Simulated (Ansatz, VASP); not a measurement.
# One calculation of CoO, two programs

```xyz
2
Lattice="0.0000 2.1355 2.1355 2.1355 0.0000 2.1355 2.1355 2.1355 0.0000" Properties=species:S:1:pos:R:3 pbc="T T T"
Co    0.0000    0.0000    0.0000
O     2.1355    2.1355    2.1355
```

Alike in both runs: functional PBE; k mesh 16 × 16 × 16; occupations gaussian, width 0.1 eV; collinear spin; Hubbard terms Co d U = 3.32 eV.

Ansatz relaxed the structure, and its values are those at the end. VASP's run is a single point on that final structure, the one shown.

```csv
,VASP,Ansatz
version,VASP 6.6.1,Ansatz 0.2.0
potentials or method,"VASP PAW PBE potentials, release 64 (Co_sv, O), cutoff 600 eV","scalar-relativistic, plane waves, PAW"
valence electrons in the cell,23,23
```

Ansatz gave:

| Property | Result |
| --- | --- |
| gap on the k mesh at the Fermi level (eV) | none |
| pressure (GPa) | 0.0 |
| net moment per atom (μB) | 1.46 |
| size of the moment on the site where the two differ most (μB) | 2.54 |

Q: Estimate VASP's values.

A: gap on the k mesh at the Fermi level (eV): none; pressure (GPa): -3.6; net moment per atom (μB): 1.50; size of the moment on the site where the two differ most (μB): 2.69.

Site moments also hang on the region over which each program counts them. The programs project onto different local orbitals, so the same U acts differently, and such runs can settle in different states. A gap of «none» marks a metal or a gap that the smearing closes. Ansatz's warnings: filled band counts differ across k points.
